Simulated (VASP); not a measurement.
Crystal: HfN.

```
Hf N
1.0
     2.78685    0.00000    0.00000
     0.00000    2.78685    0.00000
     0.00000    0.00000    2.78685
Hf N
1 1
Cartesian
  1.3934 1.3934 1.3934
  0.0000 0.0000 0.0000
```

Base run:

| Property | Result |
| --- | --- |
| Program | VASP 6.6.1 |
| Functional | PBE |
| Potentials or basis | VASP PAW PBE potentials, release 64 (Hf_pv, N) |
| Cutoff | 520 eV |
| k mesh | 9 × 9 × 9 |
| Occupations | fermi-dirac, width 0.05 eV |
| Spin | no spin polarisation |

Its results: pressure 7.6 GPa.

Task: The run is repeated on the same cell with these changes: functional from PBE to LDA; potentials or basis from VASP PAW PBE potentials, release 64 (Hf_pv, N) to VASP PAW LDA potentials, release 64 (Hf_pv, N). What comes out?

Result: Pressure -7.5 GPa.
